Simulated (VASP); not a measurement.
Here is a VASP 6.6.1 calculation.

INCAR

```
SYSTEM = Ti
ALGO = Fast ; EDIFF = 1E-6
ENCUT = 520 ; GGA = PS
ISIF = 2 ; ISMEAR = 0
LASPH = .True. ; LCHARG = .False.
LREAL = .False. ; LWAVE = .False.
NBANDS = 19 ; NELM = 60
PREC = Accurate ; SIGMA = 0.1
```

KPOINTS

```
k-points
0
Gamma
  18 18 10
  0 0 0
```

POSCAR

```
Ti
1.0
    2.9004607460      0.0000000000      0.0000000000
   -1.4502303730      2.5118726887      0.0000000000
    0.0000000000      0.0000000000      4.5908303044
Ti
2
Direct
    0.3333333333      0.6666666667      0.2500000000
    0.6666666667      0.3333333333      0.7500000000
```

Potentials or basis: VASP PAW PBE potentials, release 64 (Ti_sv).

Command:

```bash
$ cat potpaw_PBE.64/Ti_sv/POTCAR > POTCAR
$ mpirun -np 1 vasp_std > vasp.out
```

Task: Predict the band gap on the k mesh.

Result: Zero (bands 12 and 13 overlap by 1.11 eV).

Task: Predict the pressure.

Result: -0.3 GPa.

Caveat: the PAW data sets were made with another functional, which shifts forces and pressure a little.
